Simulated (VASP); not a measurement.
# CuO (zincblende type) (F-43m) in VASP: further runs, part 2 of 3

VASP 6.6.1.

### 3 Electric field gradients, PBEsol

INCAR reads:

```
  ALGO = Normal
  EDIFF = 1E-8
  ENCUT = 520
  GGA = PS
  ISIF = 2
  ISMEAR = -1
  LASPH = T
  LCHARG = F
  LEFG = T
  LREAL = F
  LWAVE = F
  NBANDS = 16
  NELM = 100
  PREC = Accurate
  SIGMA = 0.05
```

KPOINTS reads:

```
k-points
0
Gamma
  16 16 16
```

POSCAR reads:

```
CuO
1.0
    0.0000000000      2.2618016073      2.2618016073
    2.2618016073      0.0000000000      2.2618016073
    2.2618016073      2.2618016073      0.0000000000
Cu O
1 1
Direct
    0.0000000000      0.0000000000      0.0000000000
    0.2500000000      0.2500000000      0.2500000000
```

Potentials or basis: VASP PAW PBE potentials, release 64 (Cu, O).

Launch:

```
> cat potpaw_PBE.64/Cu/POTCAR potpaw_PBE.64/O/POTCAR > POTCAR
> mpirun -np 1 vasp_std > vasp.out
```

OUTCAR:

```text
EDIFF = 1E-8
   ENCUT = 520
   GGA = PS
   ISIF = 2
   ISMEAR = -1
   LASPH = T
   LREAL = F
   NELM = 100
   PREC = Accurate

 ion  position               nearest neighbor table
   1  0.000  0.000  0.000-   2 1.96   2 1.96   2 1.96   2 1.96
   2  0.250  0.250  0.250-   1 1.96   1 1.96   1 1.96   1 1.96

  LATTYP: Found a face centered cubic cell.
 ALAT       =     4.5236032146

  Lattice vectors:

 A1 = (   0.0000000000,   2.2618016073,   2.2618016073)
 A2 = (   2.2618016073,   0.0000000000,   2.2618016073)
 A3 = (   2.2618016073,   2.2618016073,   0.0000000000)

Analysis of symmetry for initial positions (statically):
=====================================================================
 Subroutine PRICEL returns:
 Original cell was already a primitive cell.

 Routine SETGRP: Setting up the symmetry group for a
 face centered cubic supercell.

 Subroutine GETGRP returns: Found 24 space group operations
 (whereof 24 operations were pure point group operations)
 out of a pool of 48 trial point group operations.

The static configuration has the point symmetry T_d .

Analysis of symmetry for dynamics (positions and initial velocities):
=====================================================================
 Subroutine PRICEL returns:
 Original cell was already a primitive cell.

 Routine SETGRP: Setting up the symmetry group for a
 face centered cubic supercell.

 Subroutine GETGRP returns: Found 24 space group operations
 (whereof 24 operations were pure point group operations)
 out of a pool of 48 trial point group operations.

The dynamic configuration has the point symmetry T_d .

 Subroutine INISYM returns: Found 24 space group operations
 (whereof 24 operations are pure point group operations),
 and found     1 'primitive' translations

----------------------------------------------------------------------------------------

                                     Primitive cell

  volume of cell :      23.1416

  direct lattice vectors                    reciprocal lattice vectors
     0.000000000  2.261801607  2.261801607    -0.221062713  0.221062713  0.221062713
     2.261801607  0.000000000  2.261801607     0.221062713 -0.221062713  0.221062713
     2.261801607  2.261801607  0.000000000     0.221062713  0.221062713 -0.221062713

  length of vectors
     3.198670508  3.198670508  3.198670508     0.382891851  0.382891851  0.382891851

  position of ions in fractional coordinates (direct lattice)
     0.000000000  0.000000000  0.000000000
     0.250000000  0.250000000  0.250000000

  ion indices of the primitive-cell ions
   primitive index   ion index
                 1           1
                 2           2

----------------------------------------------------------------------------------------

 KPOINTS: k-points

Automatic generation of k-mesh.
 Grid dimensions read from file:
 generate k-points for:   16   16   16
[... 70 lines left out ...]
   ISIF   =      2    stress and relaxation
   ISYM   =      2    0-nonsym 1-usesym 2-fastsym
   POTIM  = 0.5000    time-step for ionic-motion
   TEBEG  =    0.0;   TEEND  =   0.0 temperature during run
   PSTRESS=    0.0 pullay stress
   NELECT =      17.0000    total number of electrons
   NUPDOWN=      -1.0000    fix difference up-down
   EMIN   =  10.00;   EMAX   =-10.00  energy-range for DOS
   EFERMI =   0.00;   METHOD = LEGACY
   ISMEAR =    -1;   SIGMA  =   0.05  broadening in eV -4-tet -1-fermi 0-gaus
   EFERMI_NEDOS =   21; number of points for ismear=-14 and -15
   IALGO  =     38    algorithm
   IMIX   =      4    mixing-type and parameters
     AMIX     =   0.40;   BMIX     =  1.00
     AMIX_MAG =   1.60;   BMIX_MAG =  1.00
  volume/ion in A,a.u.               =      11.57        78.08
  Fermi-wavevector in a.u.,A,eV,Ry     =   1.477157  2.791422 29.687811  2.181993
  Thomas-Fermi vector in A             =   2.591595
   LORBIT       =      0    0 simple, 1 ext, 2 COOP (PROOUT), +10 PAW based schemes
   GGA     = PS    functional components
   LHFCALC =     F    Hartree Fock is set to
   AEXX    =    0.0000 exact exchange contribution
   IVDW    =     0    specifies the selected vdW correction
   LEPSILON=     F    determine dielectric tensor
   LRPA    =     F    only Hartree local field effects (RPA)
 non-spin polarized calculation
  energy-cutoff  :      520.00
  volume of cell :       23.14
 maximum number of plane-waves:       636
   NGX = 11   NGY = 11   NGZ = 11

 number of electron      17.0000022 magnetization

 Free energy of the ion-electron system (eV)
  ---------------------------------------------------
  ext. energy  EPLUGINS =         0.00000000
  ---------------------------------------------------
  free energy    TOTEN  =       -10.40417890 eV

  energy without entropy =      -10.38358420  energy(sigma->0) =      -10.39388155

 E-fermi :   3.8447     XC(G=0): -11.3171

 val. band max:        3.8389420125   @ k =  -0.1875   0.1250   0.0000
 cond. band min:       3.8457315922   @ k =  -0.4375   0.0625   0.0000
 fundamental gap:      0.0067895797
 Fermi energy:         3.8447024463

 k-point     1 :       0.0000    0.0000    0.0000
  band No.  band energies     occupation
      1     -14.9722      2.00000
      2      -1.0674      2.00000
      3      -1.0674      2.00000
      4      -1.0674      2.00000
      5       1.8105      2.00000
      6       1.8105      2.00000
[... 433 lines left out ...]
      3      -1.0358      2.00000
      4      -1.0353      2.00000
      5       1.7842      2.00000
      6       1.8138      2.00000
[... 8 lines left out ...]
     15      23.4053      0.00000
     16      25.1243      0.00000

 [... further k-points ...]

------------------------ aborting loop because EDIFF is reached ----------------------------------------

  FORCE on cell =-STRESS in cart. coord.  units (eV):
  Direction    XX          YY          ZZ          XY          YZ          ZX
  --------------------------------------------------------------------------------------
  -------------------------------------------------------------------------------------
  Total       -0.9216242     -0.9216242     -0.9216242      0.0000000     -0.0000000     -0.0000000
  in kB      -63.8073803    -63.8073803    -63.8073803      0.0000000     -0.0000000     -0.0000000
  external PRESSURE =     -63.8073803 kB  Pullay stress =       0.0000000 kB

 VOLUME and BASIS-vectors are now :
 -----------------------------------------------------------------------------
  energy-cutoff  :      520.00
  volume of cell :       23.14
      direct lattice vectors                 reciprocal lattice vectors
     0.000000000  2.261801607  2.261801607    -0.221062713  0.221062713  0.221062713
     2.261801607  0.000000000  2.261801607     0.221062713 -0.221062713  0.221062713
     2.261801607  2.261801607  0.000000000     0.221062713  0.221062713 -0.221062713

 POSITION                                       TOTAL-FORCE (eV/Angst)
 -----------------------------------------------------------------------------------
      0.00000      0.00000      0.00000         0.000000      0.000000     -0.000000
      1.13090      1.13090      1.13090        -0.000000     -0.000000      0.000000
 -----------------------------------------------------------------------------------
    total drift:                                0.000001      0.000001      0.000002

  FREE ENERGIE OF THE ION-ELECTRON SYSTEM (eV)
  ---------------------------------------------------
  free  energy   TOTEN  =       -10.4041788958 eV

  energy  without entropy=      -10.3835842007  energy(sigma->0) =      -10.39388155

 Electric field gradients (V/A^2)
---------------------------------------------------------------------
 ion       V_xx      V_yy      V_zz      V_xy      V_xz      V_yz
---------------------------------------------------------------------
   1      -0.000     0.000     0.000    -0.000    -0.000    -0.000
   2      -0.000    -0.000    -0.000     0.002     0.002     0.002
---------------------------------------------------------------------

 Electric field gradients after diagonalization (V/A^2)
 (convention: |V_zz| > |V_xx| > |V_yy|)
----------------------------------------------------------------------
 ion       V_xx      V_yy      V_zz     asymmetry (V_yy - V_xx)/ V_zz
----------------------------------------------------------------------
   1       0.000     0.000    -0.001       0.000
   2      -0.002    -0.002     0.003       0.000
----------------------------------------------------------------------

           NMR quadrupolar parameters

 Cq : quadrupolar parameter    Cq=e*Q*V_zz/h
 eta: asymmetry parameters     (V_yy - V_xx)/ V_zz
 Q  : nuclear electric quadrupole moment in mb (millibarn)
----------------------------------------------------------------------
 ion       Cq(MHz)       eta       Q (mb)
----------------------------------------------------------------------
   1      -0.000       0.000       1.000
   2       0.000       0.000       1.000
----------------------------------------------------------------------
```

Run time: 68 s. Hardware: 1 thread of Intel Xeon 8259CL, shared host; peak memory 0.18 GiB.

What came out:

```
Free energy                             : -10.4042 eV
Pressure                                : -6.4 GPa
Band gap on the k mesh                  : zero (an odd number of electrons rules out a gap without spin polarisation)
Largest electric field gradient by atom : zero within the noise of the run
```

Caveat: the cell stands under tension; the PAW data sets were made with another functional, which shifts forces and pressure a little; an odd number of electrons without spin polarisation forces a metal; a magnetic or distorted state may lie lower; semilocal functionals often make such compounds metallic where correlation or magnetic order opens a gap, which also shifts bond lengths.

### 4 Electric field gradients, r2SCAN

POSCAR is that of step 3.

INCAR.step1 reads:

```
SYSTEM = CuO
PREC = Accurate ; ENCUT = 520
ISMEAR = -1 ; SIGMA = 0.05
LREAL = .FALSE. ; LASPH = .TRUE.
NELM = 60 ; NBANDS = 16
GGA = PE ; ALGO = Normal
EDIFF = 1E-4 ; LWAVE = .TRUE.
LCHARG = .FALSE.
```

INCAR.step2 reads:

```
SYSTEM = CuO
PREC = Accurate ; ENCUT = 520
EDIFF = 1E-8 ; ISMEAR = -1
SIGMA = 0.05 ; LREAL = .FALSE.
LASPH = .TRUE. ; NELM = 60
ALGO = Normal ; ISIF = 2
LWAVE = .FALSE. ; LCHARG = .FALSE.
METAGGA = R2SCAN ; LMIXTAU = .TRUE.
LEFG = .TRUE. ; NBANDS = 16
ISTART = 1
```

KPOINTS reads:

```
Automatic mesh
0
G
  16 16 16
  0 0 0
```

Potentials or basis: VASP PAW PBE potentials, release 64 (Cu, O).

Launch:

```
> cat potpaw_PBE.64/Cu/POTCAR potpaw_PBE.64/O/POTCAR > POTCAR
> cp INCAR.step1 INCAR
> mpirun -np 1 vasp_std > vasp.out
> cp INCAR.step2 INCAR
> mpirun -np 1 vasp_std > vasp.out
```

OUTCAR:

```text
SYSTEM = CuO
   PREC = Accurate
   ENCUT = 520
   EDIFF = 1E-8
   ISMEAR = -1
   LREAL = .FALSE.
   LASPH = .TRUE.
   NELM = 60
   ISIF = 2
   METAGGA = R2SCAN
   ISTART = 1

 ion  position               nearest neighbor table
   1  0.000  0.000  0.000-   2 1.96   2 1.96   2 1.96   2 1.96
   2  0.250  0.250  0.250-   1 1.96   1 1.96   1 1.96   1 1.96

  LATTYP: Found a face centered cubic cell.
 ALAT       =     4.5236032146

  Lattice vectors:

 A1 = (   0.0000000000,   2.2618016073,   2.2618016073)
 A2 = (   2.2618016073,   0.0000000000,   2.2618016073)
[... 668 lines left out ...]
  free  energy   TOTEN  =       -17.8734266309 eV

  energy  without entropy=      -17.8532694613  energy(sigma->0) =      -17.86334805

 Electric field gradients (V/A^2)
---------------------------------------------------------------------
 ion       V_xx      V_yy      V_zz      V_xy      V_xz      V_yz
---------------------------------------------------------------------
   1      -0.000     0.000    -0.000    -0.000    -0.000    -0.000
   2      -0.000    -0.000    -0.000     0.002     0.002     0.002
---------------------------------------------------------------------

 Electric field gradients after diagonalization (V/A^2)
 (convention: |V_zz| > |V_xx| > |V_yy|)
----------------------------------------------------------------------
 ion       V_xx      V_yy      V_zz     asymmetry (V_yy - V_xx)/ V_zz
----------------------------------------------------------------------
   1       0.000     0.000    -0.001       0.000
   2      -0.002    -0.002     0.003       0.000
----------------------------------------------------------------------

           NMR quadrupolar parameters

 Cq : quadrupolar parameter    Cq=e*Q*V_zz/h
 eta: asymmetry parameters     (V_yy - V_xx)/ V_zz
 Q  : nuclear electric quadrupole moment in mb (millibarn)
----------------------------------------------------------------------
 ion       Cq(MHz)       eta       Q (mb)
----------------------------------------------------------------------
   1      -0.000       0.000       1.000
   2       0.000       0.000       1.000
----------------------------------------------------------------------
```

Run time: 4.8 min. Hardware: 1 thread of Intel Xeon 8259CL, shared host; peak memory 0.18 GiB.

What came out:

```yaml
Free_energy: -17.8734 eV
Pressure: -5.2 GPa
Band_gap_on_the_k_mesh: zero (an odd number of electrons rules out a gap without spin polarisation)
Largest_electric_field_gradient_by_atom: zero within the noise of the run
```

Levels at points of the mesh, in eV from the Fermi level:
| k point | band 7 | band 8 | band 9 | band 10 | band 11 | band 12 |
| --- | --- | --- | --- | --- | --- | --- |
| (0.00, 0.00, 0.00) | 0.82 | 0.82 | 0.82 | 1.34 | 15.14 | 15.14 |
| (0.50, 0.00, 0.00) | -1.83 | -0.02 | -0.02 | 6.67 | 8.45 | 14.65 |
| (0.50, 0.50, 0.00) | -1.46 | -1.15 | -1.15 | 6.26 | 10.75 | 12.00 |

Caveat: the cell stands under tension; the PAW data sets were made with another functional, which shifts forces and pressure a little; an odd number of electrons without spin polarisation forces a metal; a magnetic or distorted state may lie lower; semilocal functionals often make such compounds metallic where correlation or magnetic order opens a gap, which also shifts bond lengths.

(Part 2 of 3 ends here.)
